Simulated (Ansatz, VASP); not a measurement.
# Si2P3 in VASP and in Ansatz

```
Si P
1.0
     3.46504    0.00000    0.00000
    -1.73252    3.00081    0.00000
     0.00000    0.00000    7.74795
Si P
2 3
Direct
  0.33333 0.66667 0.19876
  0.66667 0.33333 0.80124
  0.00000 0.00000 0.00000
  0.33333 0.66667 0.64555
  0.66667 0.33333 0.35445
```

Alike in both runs: functional PBE; k mesh 6 × 6 × 4; occupations gaussian, width 0.1 eV; no spin polarisation.

Ansatz relaxed the structure, and its values are those at the end. VASP's run is a single point on that final structure, the one shown.

```csv
,VASP,Ansatz
version,VASP 6.6.1,Ansatz 0.2.0
potentials or method,"VASP PAW PBE potentials, release 64 (Si, P), cutoff 520 eV","scalar-relativistic, plane waves, PAW"
valence electrons in the cell,23,23
```

VASP gave:

* gap on the k mesh at the Fermi level (eV): none
* pressure (GPa): -0.1
* rms of the force components (eV/Å): 0.023

Task: Estimate Ansatz's values.

Result: gap on the k mesh at the Fermi level (eV): none; pressure (GPa): 0.0; rms of the force components (eV/Å): 0.014.

A gap of «none» marks a metal or a gap that the smearing closes. The functional is the same, so the differences come from potentials, cutoffs and numerics.
